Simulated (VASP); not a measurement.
Write the native input for VASP 6.6.1 that does the following.

```yaml
Task: single point
Functional: PBEsol
Potentials_or_basis: VASP PAW PBE potentials, release 64 (Ti_sv, Co)
Cutoff: 520 eV
k_mesh: 12 × 12 × 12
Occupations: gaussian, width 0.15 eV
Spin: collinear spin, ferromagnetic start
Starting_moments: "[0.4, 0.88, 0.88, 0.88] μB"
Fixed_moment: 3.04 μB
Dipole_correction: no
Further_INCAR_settings: ALGO = Normal; EDIFF = 1e-06; NBANDS = 32
```

The structure of TiCo3 lies in POSCAR:

```
TiCo3
1.0
    3.4529205823      0.0000000000      0.0000000000
    0.0000000000      3.4529205823      0.0000000000
    0.0000000000      0.0000000000      3.4529205823
Ti Co
1 3
Direct
    0.0000000000      0.0000000000      0.0000000000
    0.0000000000      0.5000000000      0.5000000000
    0.5000000000      0.0000000000      0.5000000000
    0.5000000000      0.5000000000      0.0000000000
```

The input as run:

INCAR

```
SYSTEM = TiCo3
ALGO     = Normal         ! electronic algorithm
EDIFF    = 1E-6           ! SCF threshold, eV
ENCUT    = 520            ! plane-wave cutoff, eV
GGA      = PS             ! functional
ISIF     = 2              ! what is computed and relaxed
ISMEAR   = 0              ! smearing method
ISPIN    = 2              ! spin polarisation
LASPH    = .True.         ! aspherical terms in the spheres
LCHARG   = .True.         ! write CHGCAR
LELF     = .True.         ! ELF
LMAXMIX  = 4              ! l up to which the mixer works
LORBIT   = 11             ! projections on sites
LREAL    = .False.        ! projectors in reciprocal space
LVHAR    = .True.       
LWAVE    = .False.        ! write WAVECAR
MAGMOM   = 0.4 0.88 0.88 0.88 ! initial moments
NBANDS   = 32             ! bands
NELM     = 150            ! most SCF steps
NUPDOWN  = 3.04           ! fixed moment
PREC     = Accurate       ! precision mode
SIGMA    = 0.15           ! smearing width, eV
```

KPOINTS

```
k-points
0
Gamma
  12 12 12
  0 0 0
```

Potentials or basis: VASP PAW PBE potentials, release 64 (Ti_sv, Co).

Run with:

```console
$ cat potpaw_PBE.64/Ti_sv/POTCAR potpaw_PBE.64/Co/POTCAR > POTCAR
$ mpirun -np 1 vasp_std > vasp.out
```

Results of the run:

```json
{
  "Pressure": "24.0 GPa",
  "Net moment": "3.04 μB per cell",
  "Site moments": "Ti -0.22; Co +1.08 μB",
  "Valence electrons inside the program's atomic spheres": "Ti 10.64; Co 8.57"
}
```

Caveat: the cell stands under pressure; the PAW data sets were made with another functional, which shifts forces and pressure a little; the total moment is fixed, so each spin has its own Fermi level and the state may be an excited one.

Run time: 5.3 min on 1 thread of Oxide Virtual Turin-like Processor, on a shared host, peak memory 0.25 GiB.
